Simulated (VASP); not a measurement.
Crystal: Na.

```
CELL_PARAMETERS angstrom
-4.23301 4.23301 4.23301
4.23301 -4.23301 4.23301
4.23301 4.23301 -4.23301
ATOMIC_POSITIONS crystal
Na 0.50000 0.00000 0.45133
Na 0.45133 0.50000 0.00000
Na 0.00000 0.95133 0.50000
Na 0.95133 0.50000 0.00000
Na 0.00000 0.45133 0.50000
Na 0.50000 0.00000 0.95133
Na 0.54867 0.54867 0.54867
Na 0.04867 0.04867 0.04867
```

| Property | Result |
| --- | --- |
| Program | VASP 6.6.1 |
| Task | relaxation of cell and atoms |
| Functional | PBE |
| Potentials or basis | VASP PAW PBE potentials, release 64 (Na_pv) |
| Cutoff | 600 eV |
| k mesh | 6 × 6 × 6 |
| Occupations | gaussian, width 0.1 eV |
| Spin | no spin polarisation |

At the start: pressure -0.1 GPa; volume 37.92 Å³/atom.

Question: How do energy, volume and symmetry change on relaxing?

Answer: Over 10 steps the energy falls by 5.1 meV/atom and the volume is 36.87 Å³/atom (-2.8 %); space group I-43d (No. 220, to 0.05 Å).

Step by step:
| step | energy change (eV) | largest force (eV/Å) | pressure (GPa) | volume (Å³) |
| --- | --- | --- | --- | --- |
| 1 | 0.0000 | 0.0359 | -0.14 | 303.40 |
| 2 | -0.0016 | 0.0360 | -0.11 | 301.94 |
| 3 | -0.0046 | 0.0366 | 0.00 | 297.60 |
| 4 | -0.0016 | 0.0366 | 0.23 | 289.04 |
| 5 | -0.0049 | 0.0370 | 0.05 | 295.42 |
| 6 | -0.0063 | 0.0359 | 0.05 | 295.41 |
| 7 | -0.0101 | 0.0326 | 0.06 | 295.38 |
| 8 | -0.0169 | 0.0289 | 0.05 | 295.32 |
| 9 | -0.0279 | 0.0209 | 0.04 | 295.20 |
| 10 | -0.0411 | 0.0089 | 0.03 | 294.95 |

Final structure:
```
Na
1.0
    -4.19336    4.19336    4.19336
     4.19336   -4.19336    4.19336
     4.19336    4.19336   -4.19336
Na
8
Direct
  0.50000 0.00000 0.48199
  0.48199 0.50000 0.00000
  0.00000 0.98199 0.50000
  0.98199 0.50000 0.00000
  0.00000 0.48199 0.50000
  0.50000 0.00000 0.98199
  0.51801 0.51801 0.51801
  0.01801 0.01801 0.01801
```
